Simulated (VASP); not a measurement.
Set up this calculation in VASP 6.6.1, as the native input.

```
Task                   : single point
Functional             : r2SCAN
Potentials or basis    : VASP PAW PBE potentials, release 64 (Al, N)
Cutoff                 : 520 eV
k mesh                 : 16 × 16 × 16
Occupations            : fermi-dirac, width 0.08 eV
Spin                   : no spin polarisation
Dipole correction      : no
Further INCAR settings : ALGO = Normal; EDIFF = 1e-06; NBANDS = 11
```

AlN:

```
Al N
1.0
     0.00000    2.18490    2.18490
     2.18490    0.00000    2.18490
     2.18490    2.18490    0.00000
Al N
1 1
Direct
  0.00000 0.00000 0.00000
  0.25000 0.25000 0.25000
```

One way to write it, as run:

POSCAR

```
AlN
1.0
    0.0000000000      2.1848997670      2.1848997670
    2.1848997670      0.0000000000      2.1848997670
    2.1848997670      2.1848997670      0.0000000000
Al N
1 1
Direct
    0.0000000000      0.0000000000      0.0000000000
    0.2500000000      0.2500000000      0.2500000000
```

INCAR.step1

```
SYSTEM = AlN
PREC = Accurate
ENCUT = 520
ISMEAR = -1
SIGMA = 0.08
LREAL = .False.
LASPH = .True.
NELM = 100
NBANDS = 11
GGA = PE
ALGO = Normal
EDIFF = 1E-4
LWAVE = .True.
LCHARG = .False.
```

INCAR.step2

```
SYSTEM = AlN
PREC = Accurate
ENCUT = 520
EDIFF = 1E-6
ISMEAR = -1
SIGMA = 0.08
LREAL = .False.
LASPH = .True.
NELM = 100
ALGO = Normal
ISIF = 2
LWAVE = .False.
LCHARG = .False.
METAGGA = R2SCAN
LMIXTAU = .True.
NBANDS = 11
ISTART = 1
```

KPOINTS

```
regular mesh
0
Gamma
  16 16 16
  0 0 0
```

Potentials or basis: VASP PAW PBE potentials, release 64 (Al, N).

Command:

```console
$ cat potpaw_PBE.64/Al/POTCAR potpaw_PBE.64/N/POTCAR > POTCAR
$ cp INCAR.step1 INCAR
$ mpirun -np 1 vasp_std > vasp.out
$ cp INCAR.step2 INCAR
$ mpirun -np 1 vasp_std > vasp.out
```

Results of the run:

```json
{
 "Pressure": "-0.4 GPa",
 "Band gap on the k mesh": "3.93 eV (least direct gap 4.88 eV)"
}
```

Caveat: the PAW data sets were made with another functional, which shifts forces and pressure a little.

It took 46 s on 1 thread of Intel(R) Xeon(R) 6975P-C (Granite Rapids) (shared host), peak memory 0.16 GiB.
